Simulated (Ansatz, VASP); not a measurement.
# GaN: VASP beside Ansatz

The input POSCAR:

```
GaN
1.0
    0.0000000000      2.2489525403      2.2489525403
    2.2489525403      0.0000000000      2.2489525403
    2.2489525403      2.2489525403      0.0000000000
Ga N
1 1
Direct
    0.0000000000      0.0000000000      0.0000000000
    0.2500000000      0.2500000000      0.2500000000
```

The input INCAR.step1:

```
PREC = Accurate
ENCUT = 520
ISMEAR = 0
SIGMA = 0.01
LREAL = False
LASPH = True
NELM = 100
NBANDS = 16
GGA = PE
ALGO = Normal
EDIFF = 1E-4
LWAVE = True
LCHARG = False
```

INCAR.step2

```
PREC = Accurate
ENCUT = 520
EDIFF = 1E-6
ISMEAR = 0
SIGMA = 0.01
LREAL = False
LASPH = True
NELM = 100
ALGO = Normal
ISIF = 2
LWAVE = False
LCHARG = False
METAGGA = R2SCAN
LMIXTAU = True
NBANDS = 16
ISTART = 1
```

KPOINTS

```
Automatic mesh
0
Gamma
  10 10 10
```

Input for Ansatz:

```yaml
crystal:
  lattice:
    - [0.0, 2.2489525403, 2.2489525403]
    - [2.2489525403, 0.0, 2.2489525403]
    - [2.2489525403, 2.2489525403, 0.0]
  atoms:
    - { symbol: Ga, position: [0.0, 0.0, 0.0] }
    - { symbol: "N", position: [0.25, 0.25, 0.25] }
kpoints:
  mp_grid: { grid: [10, 10, 10] }
  band_path:
    path:
      - [0.0, 0.0, 0.0]
      - [-0.5, -0.5, 0.0]
      - [-0.375, -0.375, 0.25]
      - [-0.375, 0.0, 0.375]
      - [0.0, 0.0, 0.5]
      - [-0.5, -0.25, 0.25]
    npoints: 1
hamiltonian:
  xc: r2scan
scf:
  occupations: { method: fixed }
  n_extra_bands: 4
output:
  forces: true
  stress: true
  eigenvalues: true
```

Alike in both runs: task single point; functional r2SCAN; k mesh 10 × 10 × 10; no spin polarisation.

|  | VASP | Ansatz |
| --- | --- | --- |
| version | VASP 6.6.1 | Ansatz 0.2.0 |
| potentials or method | VASP PAW PBE potentials, release 64 (Ga_d, N) | plane waves, PAW |
| plane-wave cutoff (eV) | 520 | 500 |
| occupations | gaussian, width 0.01 eV | fixed |
| valence electrons in the cell | 18 | 18 |

Ansatz gave:

| Quantity | Value |
| --- | --- |
| gap on the k mesh at the Fermi level (eV) | 2.17 |
| pressure (GPa) | 0.0 |

Task: Which values does VASP return?

Result: gap on the k mesh at the Fermi level (eV): 2.16; pressure (GPa): 1.1.

VASP's potentials were made for PBE, not for r2SCAN.
